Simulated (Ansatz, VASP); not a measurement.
Two plane-wave programs on Ti

INCAR

```
  ALGO = Normal
  EDIFF = 1E-6
  ENCUT = 520
  GGA = CA
  ISIF = 2
  ISMEAR = 0
  LASPH = True
  LCHARG = False
  LREAL = False
  LWAVE = False
  NBANDS = 19
  NELM = 80
  PREC = Accurate
  SIGMA = 0.01
```

File KPOINTS:

```
k-points
0
Gamma
  13 13 7
```

POSCAR

```
Ti
1.0
    2.8638698861      0.0000000000      0.0000000000
   -1.4319349430      2.4801840745      0.0000000000
    0.0000000000      0.0000000000      4.5399943151
Ti
2
Direct
    0.3333333333      0.6666666667      0.2500000000
    0.6666666667      0.3333333333      0.7500000000
```

Input for Ansatz:

```yaml
crystal:
  lattice:
    - [2.8638698861, 0.0, 0.0]
    - [-1.431934943, 2.4801840745, 0.0]
    - [0.0, 0.0, 4.5399943151]
  atoms:
    - { symbol: Ti, position: [0.3333333333, 0.6666666667, 0.25] }
    - { symbol: Ti, position: [0.6666666667, 0.3333333333, 0.75] }
hamiltonian:
  xc: lda
  pseudopotentials:
    kind: paw
    azcp:
      Ti: "pseudopotentials/Ti.paw.azcp"
basis:
  ecutwfc: 420
  fft_grid_basis: typed
kpoints:
  mp_grid: { grid: [13, 13, 7], shift: [0, 0, 0] }
magnetization:
  spin_polarized: false
scf:
  occupations: { method: gaussian, width: 0.01 }
  lower_state_search: "off"
output:
  stress: true
```

Alike in both runs: task single point; functional LDA; k mesh 13 × 13 × 7; occupations gaussian, width 0.01 eV; no spin polarisation.

|  | VASP | Ansatz |
| --- | --- | --- |
| version | VASP 6.6.1 | Ansatz 0.2.0 |
| potentials or method | VASP PAW LDA potentials, release 64 (Ti_sv), cutoff 520 eV | plane waves (420 eV) with PAW, scalar-relativistic |
| valence electrons in the cell | 24 | 24 |

|  | VASP | Ansatz | Ansatz less VASP |
| --- | --- | --- | --- |
| pressure (GPa) | -0.3 | -0.2 | +0.12 |
| traceless stress, the component that is largest in VASP (GPa) | 0.43 | 0.40 | -0.029 |

Ansatz warns that its potentials were made for another functional, while VASP's fit it. LDA's correlation is that of Perdew and Zunger in VASP and of Perdew and Wang (1992) in Ansatz.
